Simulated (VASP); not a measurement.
# F (P1) in VASP: single point with PBE

Aim: the single point of F with PBE.

Everything below comes from runs of VASP 6.6.1. Logs are shortened: lines on timing, memory, paths and dates and some standing lists are left out, and cuts for length are marked.

### 1 The cell of the first run

The typed cell holds 4 atoms: a = 3.296 Å, b = 3.387 Å, c = 7.693 Å, α = 98.98°, β = 102.13°, γ = 59.48°.

### 2 Single point, PBE (atoms moved at random and the cell strained at random)

The input, INCAR:

```
SYSTEM = F
ALGO = Normal
EDIFF = 1E-6
ENCUT = 520
GGA = PE
ISIF = 2
ISMEAR = 0
LASPH = .True.
LCHARG = .False.
LREAL = .False.
LWAVE = .False.
NBANDS = 22
NELM = 60
PREC = Accurate
SIGMA = 0.02
```

The input, KPOINTS:

```
k-points
0
Gamma
  10 10 4
  0 0 0
```

The input, POSCAR:

```
F
1.0
    2.8745561000     -1.6123574000     -0.0488074000
    2.9278889000      1.7017874000      0.0484774000
   -1.6209023911      0.1862042706      7.5175516770
F
4
Direct
    0.0473181852      0.0466718438      0.1027657214
    0.9441814471      0.9507424227      0.8907455327
    0.4930640596      0.5252835718      0.6015533664
    0.5154344899      0.4773003436      0.4049353794
```

Potentials or basis: VASP PAW PBE potentials, release 64 (F).

The run is started by

```sh
> cat potpaw_PBE.64/F/POTCAR > POTCAR
> mpirun -np 1 vasp_std > vasp.out
```

OUTCAR:

```text
SYSTEM = F
   EDIFF = 1E-6
   ENCUT = 520
   GGA = PE
   ISIF = 2
   ISMEAR = 0
   LASPH = .True.
   LREAL = .False.
   NELM = 60
   PREC = Accurate

 ion  position               nearest neighbor table
   1  0.047  0.047  0.103-   2 1.61
   2  0.944  0.951  0.891-   1 1.61
   3  0.493  0.525  0.602-   4 1.51
   4  0.515  0.477  0.405-   3 1.51

  LATTYP: Found a triclinic cell.
 ALAT       =     3.3868811352
 B/A-ratio  =     0.9732354832
 C/A-ratio  =     2.3345378722
 COS(alpha) =     0.0131840138
 COS(beta)  =     0.2765727869
 COS(gamma) =     0.5078960253

  Lattice vectors:

 A1 = (  -2.9278889000,  -1.7017874000,  -0.0484774000)
 A2 = (  -2.8745561000,   1.6123574000,   0.0488074000)
 A3 = (  -1.3069865089,  -1.8879916706,  -7.5660290770)

Analysis of symmetry for initial positions (statically):
=====================================================================
 Subroutine PRICEL returns:
 Original cell was already a primitive cell.

 Routine SETGRP: Setting up the symmetry group for a
 triclinic supercell.

 Subroutine GETGRP returns: Found  1 space group operations
 (whereof  1 operations were pure point group operations)
 out of a pool of  2 trial point group operations.

The static configuration has the point symmetry C_1 .

Analysis of symmetry for dynamics (positions and initial velocities):
=====================================================================
 Subroutine PRICEL returns:
 Original cell was already a primitive cell.

 Routine SETGRP: Setting up the symmetry group for a
 triclinic supercell.

 Subroutine GETGRP returns: Found  1 space group operations
 (whereof  1 operations were pure point group operations)
 out of a pool of  2 trial point group operations.

The dynamic configuration has the point symmetry C_1 .

 Subroutine INISYM returns: Found  1 space group operations
 (whereof  1 operations are pure point group operations),
 and found     1 'primitive' translations

----------------------------------------------------------------------------------------

                                     Primitive cell

  volume of cell :      72.2034

  direct lattice vectors                    reciprocal lattice vectors
     2.874556100 -1.612357400 -0.048807400     0.177058871 -0.305929375  0.045754325
     2.927888900  1.701787400  0.048477400     0.167746895  0.298192600  0.028782856
    -1.620902391  0.186204271  7.517551677     0.000067821 -0.003909148  0.133133482

  length of vectors
     3.296232898  3.386881135  7.692566529     0.356421218  0.343345745  0.133190878

  position of ions in fractional coordinates (direct lattice)
     0.047318185  0.046671844  0.102765721
     0.944181447  0.950742423  0.890745533
     0.493064060  0.525283572  0.601553366
     0.515434490  0.477300344  0.404935379

  ion indices of the primitive-cell ions
   primitive index   ion index
                 1           1
                 2           2
                 3           3
                 4           4

----------------------------------------------------------------------------------------

 KPOINTS: k-points

Automatic generation of k-mesh.
 Grid dimensions read from file:
 generate k-points for:   10   10    4

 Generating k-lattice:

  Cartesian coordinates                     Fractional coordinates (reciprocal lattice)
     0.017705887 -0.030592937  0.004575433     0.100000000 -0.000000000  0.000000000
     0.016774690  0.029819260  0.002878286     0.000000000  0.100000000  0.000000000
     0.000016955 -0.000977287  0.033283371     0.000000000 -0.000000000  0.250000000

  Length of vectors
     0.035642122  0.034334574  0.033297720

  Shift w.r.t. Gamma in fractional coordinates (k-lattice)
     0.000000000  0.000000000  0.000000000

 Subroutine IBZKPT returns following result:
 ===========================================

 Found    204 irreducible k-points:

 Following reciprocal coordinates:
            Coordinates               Weight
  0.000000  0.000000  0.000000      1.000000
  0.100000  0.000000  0.000000      2.000000
  0.200000  0.000000  0.000000      2.000000
  0.300000  0.000000  0.000000      2.000000
  0.400000 -0.000000  0.000000      2.000000
  0.500000 -0.000000  0.000000      1.000000
[... 16 lines left out ...]
 -0.400000  0.200000 -0.000000      2.000000
 -0.300000  0.200000 -0.000000      2.000000
 [... further k-points ...]
   k-points           NKPTS =    204   k-points in BZ     NKDIM =    204   number of bands    NBANDS=     22
   number of dos      NEDOS =    301   number of ions     NIONS =      4
   total plane-waves  NPLWV =  47040
   dimension x,y,z NGX =    28 NGY =   28 NGZ =   60
   dimension x,y,z NGXF=    56 NGYF=   56 NGZF=  120
   ions per type =               4
   NGX,Y,Z   is equivalent  to a cutoff of  14.12, 13.74, 12.97 a.u.
   NGXF,Y,Z  is equivalent  to a cutoff of  28.24, 27.49, 25.93 a.u.
 SYSTEM =  F
   PREC   = accura    normal or accurate (medium, high low for compatibility)
   ISTART =      0    job   : 0-new  1-cont  2-samecut
   ICHARG =      2    charge: 1-file 2-atom 10-const
   ISPIN  =      1    spin polarized calculation?
   LNONCOLLINEAR =      F non collinear calculations
   LSORBIT =      F    spin-orbit coupling
   LASPH  =      T    aspherical Exc in radial PAW
   ENCUT  =  520.0 eV  38.22 Ry    6.18 a.u.   6.13  6.30 14.30*2*pi/ulx,y,z
   NELM   =     60;   NELMIN=  2; NELMDL= -5     # of ELM steps
   EDIFF  = 0.1E-05   stopping-criterion for ELM
   LREAL  =      F    real-space projection
   EDIFFG = 0.1E-04   stopping-criterion for IOM
   NSW    =      0    number of steps for IOM
   IBRION =     -1    ionic relax: 0-MD 1-quasi-New 2-CG
   NFREE  =      0    steps in history (QN), initial steepest desc. (CG)
   ISIF   =      2    stress and relaxation
   ISYM   =      2    0-nonsym 1-usesym 2-fastsym
   POTIM  = 0.5000    time-step for ionic-motion
   TEBEG  =    0.0;   TEEND  =   0.0 temperature during run
   PSTRESS=    0.0 pullay stress
   NELECT =      28.0000    total number of electrons
   NUPDOWN=      -1.0000    fix difference up-down
   EMIN   =  10.00;   EMAX   =-10.00  energy-range for DOS
   EFERMI =   0.00;   METHOD = LEGACY
   ISMEAR =     0;   SIGMA  =   0.02  broadening in eV -4-tet -1-fermi 0-gaus
   EFERMI_NEDOS =   21; number of points for ismear=-14 and -15
   IALGO  =     38    algorithm
   IMIX   =      4    mixing-type and parameters
     AMIX     =   0.40;   BMIX     =  1.00
     AMIX_MAG =   1.60;   BMIX_MAG =  1.00
  volume/ion in A,a.u.               =      18.05       121.81
  Fermi-wavevector in a.u.,A,eV,Ry     =   1.193828  2.256007 19.391360  1.425225
  Thomas-Fermi vector in A             =   2.329833
   LORBIT       =      0    0 simple, 1 ext, 2 COOP (PROOUT), +10 PAW based schemes
   GGA     = PE    functional components
   LHFCALC =     F    Hartree Fock is set to
   AEXX    =    0.0000 exact exchange contribution
   IVDW    =     0    specifies the selected vdW correction
   LEPSILON=     F    determine dielectric tensor
   LRPA    =     F    only Hartree local field effects (RPA)
 non-spin polarized calculation
 Gauss-broadening in eV      SIGMA  =   0.02
  energy-cutoff  :      520.00
  volume of cell :       72.20
 maximum number of plane-waves:      1964
 NGX is ok and might be reduce to    28
   NGX = 13   NGY = 13   NGZ = 29

 number of electron      28.0000008 magnetization

 Free energy of the ion-electron system (eV)
  ---------------------------------------------------
  ext. energy  EPLUGINS =         0.00000000
  ---------------------------------------------------
  free energy    TOTEN  =        -6.81329217 eV

  energy without entropy =       -6.81329217  energy(sigma->0) =       -6.81329217

 E-fermi :  -5.8799     XC(G=0):  -7.2057

 val. band max:       -6.1000691488   @ k =   0.0000   0.0000   0.0000
 cond. band min:      -4.9122862894   @ k =   0.0000   0.0000   0.0000
 fundamental gap:      1.1877828594
 Fermi energy:        -5.8799065952

 k-point     1 :       0.0000    0.0000    0.0000
  band No.  band energies     occupation
      1     -29.5891      2.00000
      2     -28.5449      2.00000
      3     -25.1675      2.00000
      4     -24.8290      2.00000
      5     -11.7425      2.00000
      6     -10.8383      2.00000
[... 14 lines left out ...]
     21      12.3029      0.00000
     22      15.6293      0.00000

 k-point     2 :       0.1000    0.0000    0.0000
  band No.  band energies     occupation
      1     -29.5814      2.00000
      2     -28.5376      2.00000
      3     -25.1579      2.00000
      4     -24.8276      2.00000
      5     -11.7280      2.00000
      6     -10.8462      2.00000
[... 14 lines left out ...]
     21      12.7281      0.00000
     22      14.5997      0.00000

 k-point     3 :       0.2000    0.0000    0.0000
  band No.  band energies     occupation
      1     -29.5614      2.00000
      2     -28.5185      2.00000
      3     -25.1323      2.00000
      4     -24.8249      2.00000
      5     -11.6887      2.00000
      6     -10.8689      2.00000
[... 14 lines left out ...]
     21      12.6248      0.00000
     22      13.1956      0.00000
[... 476 lines left out ...]
 k-point    23 :      -0.4000    0.2000   -0.0000
  band No.  band energies     occupation
      1     -29.5056      2.00000
      2     -28.4639      2.00000
      3     -25.0590      2.00000
      4     -24.8191      2.00000
      5     -11.5640      2.00000
      6     -10.9404      2.00000
[... 14 lines left out ...]
     21      10.3017      0.00000
     22      10.7224      0.00000

 k-point    24 :      -0.3000    0.2000   -0.0000
  band No.  band energies     occupation
      1     -29.5128      2.00000
      2     -28.4707      2.00000
      3     -25.0664      2.00000
      4     -24.8203      2.00000
      5     -11.5754      2.00000
      6     -10.9377      2.00000
[... 14 lines left out ...]
     21      10.4961      0.00000
     22      11.5131      0.00000

 [... further k-points ...]

------------------------ aborting loop because EDIFF is reached ----------------------------------------

  FORCE on cell =-STRESS in cart. coord.  units (eV):
  Direction    XX          YY          ZZ          XY          YZ          ZX
  --------------------------------------------------------------------------------------
  -------------------------------------------------------------------------------------
  Total       -0.2989541     -0.1152982     -9.0294988      0.0078693     -0.4719917     -0.2946845
  in kB       -6.6337279     -2.5584424   -200.3626325      0.1746185    -10.4733944     -6.5389851
  external PRESSURE =     -69.8516010 kB  Pullay stress =       0.0000000 kB

 VOLUME and BASIS-vectors are now :
 -----------------------------------------------------------------------------
  energy-cutoff  :      520.00
  volume of cell :       72.20
      direct lattice vectors                 reciprocal lattice vectors
     2.874556100 -1.612357400 -0.048807400     0.177058871 -0.305929375  0.045754325
     2.927888900  1.701787400  0.048477400     0.167746895  0.298192600  0.028782856
    -1.620902391  0.186204271  7.517551677     0.000067821 -0.003909148  0.133133482

 POSITION                                       TOTAL-FORCE (eV/Angst)
 -----------------------------------------------------------------------------------
      0.10610      0.02227      0.77250        -0.505283     -0.101463     -3.439637
      4.05396      0.26146      6.69623         0.503753      0.100529      3.445039
      1.98025      0.21094      4.52361         0.362080     -0.241204     -2.100277
      2.22277      0.05660      3.04210        -0.360550      0.242138      2.094875
 -----------------------------------------------------------------------------------
    total drift:                                0.000028     -0.001531     -0.000153

  FREE ENERGIE OF THE ION-ELECTRON SYSTEM (eV)
  ---------------------------------------------------
  free  energy   TOTEN  =        -6.8132921674 eV

  energy  without entropy=       -6.8132921674  energy(sigma->0) =       -6.81329217
```

It took 4.8 min on 1 thread of Intel Xeon 8259CL, shared host; peak memory 0.35 GiB.

Results:

```
Free energy            : -6.8133 eV
Pressure               : -7.0 GPa
Largest force          : 3.483 eV/Å
Band gap on the k mesh : 1.19 eV
```

Forces in eV/Å, atoms in the order of the input:
```
F   -0.505 -0.101 -3.440
F    0.504  0.101  3.445
F    0.362 -0.241 -2.100
F   -0.361  0.242  2.095
```

Stress tensor (GPa, compression positive):
```
 -0.66   0.02  -0.65
  0.02  -0.26  -1.05
 -0.65  -1.05 -20.04
```

Caveat: the cell differs from its parent crystal (atoms moved at random and the cell strained at random); the cell stands under tension; forces of over 1 eV/Å act on the atoms, so gaps and moduli don't describe the material at rest.
